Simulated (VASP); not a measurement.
Here is a VASP 6.6.1 calculation.

Contents of INCAR:

```
PREC = Accurate ; ENCUT = 520
EDIFF = 1E-6 ; ISMEAR = 0
SIGMA = 0.1 ; LREAL = False
LASPH = True ; NELM = 100
ALGO = Fast ; ISIF = 2
LWAVE = False ; LCHARG = True
GGA = PE ; LELF = True
LVHAR = True ; NBANDS = 29
```

The input KPOINTS:

```
regular mesh
0
Gamma
  10 10 10
```

POSCAR

```
Cs3Rh
1.0
    5.6144901485      0.0000000000      0.0000000000
    0.0000000000      5.6144901485      0.0000000000
    0.0000000000      0.0000000000      5.6153081524
Cs Rh
3 1
Direct
    0.0000000000      0.5000000000      0.5000000000
    0.5000000000      0.0000000000      0.5000000000
    0.5000000000      0.5000000000      0.0000000000
    0.0000000000      0.0000000000      0.0000000000
```

Potentials or basis: VASP PAW PBE potentials, release 64 (Cs_sv, Rh_pv).

Run with:

```sh
$ cat potpaw_PBE.64/Cs_sv/POTCAR potpaw_PBE.64/Rh_pv/POTCAR > POTCAR
$ mpirun -np 1 vasp_std > vasp.out
```

Task: Predict the pressure.

Result: 0.1 GPa.

Task: Estimate the band gap on the k mesh.

Result: Zero (bands 21 and 22 overlap by 0.44 eV).

Caveat: spin-orbit coupling is left out, which moves the levels of the heavy elements.
